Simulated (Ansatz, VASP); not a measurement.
Two plane-wave programs on SnO2

File INCAR:

```
PREC     = Accurate       # precision mode
ENCUT    = 520            # plane-wave cutoff, eV
EDIFF    = 1E-6           # SCF threshold, eV
ISMEAR   = 0              # smearing method
SIGMA    = 0.05           # smearing width, eV
LREAL    = F              # projectors in reciprocal space
LASPH    = T              # aspherical terms in the spheres
NELM     = 100            # most SCF steps
ALGO     = Normal         # electronic algorithm
ISIF     = 2              # what is computed and relaxed
LWAVE    = F              # write WAVECAR
LCHARG   = F              # write CHGCAR
NBANDS   = 35             # bands
```

The input KPOINTS:

```
regular mesh
0
Gamma
  6 6 8
```

The input POSCAR:

```
SnO2
1.0
    4.4886508630      0.0000000000      0.0000000000
    0.0000000000      4.4891270938      0.0000000000
    0.0000000000      0.0000000000      3.0324378838
Sn O
2 4
Direct
    0.5000000000      0.5000000000      0.5000000000
    0.0000000000      0.0000000000      0.0000000000
    0.3059920358      0.2542676980      0.0000000000
    0.8059920358      0.2457323020      0.5000000000
    0.1940079642      0.7542676980      0.5000000000
    0.6940079642      0.7457323020      0.0000000000
```

Input for Ansatz:

```yaml
crystal:
  lattice:
    - [4.488650863, 0.0, 0.0]
    - [0.0, 4.4891270938, 0.0]
    - [0.0, 0.0, 3.0324378838]
  atoms:
    - { symbol: Sn, position: [0.5, 0.5, 0.5] }
    - { symbol: Sn, position: [0.0, 0.0, 0.0] }
    - { symbol: O, position: [0.3059920358, 0.254267698, 0.0] }
    - { symbol: O, position: [0.8059920358, 0.245732302, 0.5] }
    - { symbol: O, position: [0.1940079642, 0.754267698, 0.5] }
    - { symbol: O, position: [0.6940079642, 0.745732302, 0.0] }
basis:
  ecutwfc: 520.0
kpoints:
  mp_grid: { grid: [6, 6, 8] }
hamiltonian:
  xc: lda
  pseudopotentials: { kind: paw, azcp: { folder: soft_1 } }
scf:
  occupations: { method: gaussian, width: 0.05 }
output:
  forces: true
  stress: true
  eigenvalues: true
```

Alike in both runs: task single point; functional LDA; k mesh 6 × 6 × 8; occupations gaussian, width 0.05 eV; no spin polarisation.

|  | VASP | Ansatz |
| --- | --- | --- |
| version | VASP 6.6.1 | Ansatz 0.2.0 |
| potentials or method | VASP PAW LDA potentials, release 64 (Sn_d, O), cutoff 520 eV | scalar-relativistic, plane waves, PAW |
| valence electrons in the cell | 52 | 52 |

|  | VASP | Ansatz | Ansatz less VASP |
| --- | --- | --- | --- |
| gap on the k mesh at the Fermi level (eV) | 2.90 | 2.88 | -0.026 |
| least direct gap on the mesh (eV) | 2.90 | 2.88 | -0.026 |
| rms of the force components (eV/Å) | 2.672 | 2.651 | -0.0209 |

Ansatz warns that its potentials were made for another functional, while VASP's fit it. LDA's correlation is that of Perdew and Zunger in VASP and of Perdew and Wang (1992) in Ansatz. Atom by atom the forces differ by 0.022 eV/Å (rms over components).
